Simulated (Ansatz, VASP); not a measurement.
## One calculation of BaTiO3, two programs

```
CELL_PARAMETERS angstrom
4.01002 0.00000 0.00000
0.02240 8.01999 0.00000
0.01120 0.01117 4.00999
ATOMIC_POSITIONS crystal
Ba 0.00000 0.00000 0.00000
Ba 0.00000 0.50000 0.00000
Ti 0.48800 0.24400 0.48800
Ti 0.48800 0.74400 0.48800
O 0.51160 0.25580 0.01950
O 0.51160 0.75580 0.01950
O 0.01950 0.25580 0.51160
O 0.01950 0.75580 0.51160
O 0.51160 0.00975 0.51160
O 0.51160 0.50975 0.51160
```

Alike in both runs: task single point; functional r2SCAN; k mesh 5 × 3 × 5; collinear spin; Hubbard terms Ti d U = 7.59 eV, J = 0.79 eV.

|  | VASP | Ansatz |
| --- | --- | --- |
| version | VASP 6.6.1 | Ansatz 0.2.0 |
| potentials or method | VASP PAW PBE potentials, release 64 (Ba_sv, Ti_sv, O), cutoff 520 eV | PAW plane waves |
| occupations | fermi-dirac, width 0.1 eV | fermi-dirac |
| valence electrons in the cell | 80 | 80 |

Ansatz gave:

```
gap on the k mesh at the Fermi level (eV)                     : 3.70
pressure (GPa)                                                : 3.6
traceless stress, the component that is largest in VASP (GPa) : -0.06
rms of the force components (eV/Å)                            : 0.261
```

**Question.** Estimate VASP's values.

**Answer.** gap on the k mesh at the Fermi level (eV): 3.66; pressure (GPa): 9.0; traceless stress, the component that is largest in VASP (GPa): -0.38; rms of the force components (eV/Å): 0.682.

VASP's potentials were made for PBE, not for r2SCAN. The programs project onto different local orbitals, so the same U acts differently, and such runs can settle in different states. Atom by atom the forces differ by 0.423 eV/Å (rms over components). Ansatz's warnings: no starting moments, structure snapped to symmetry.

Neither program's run includes spin-orbit coupling.
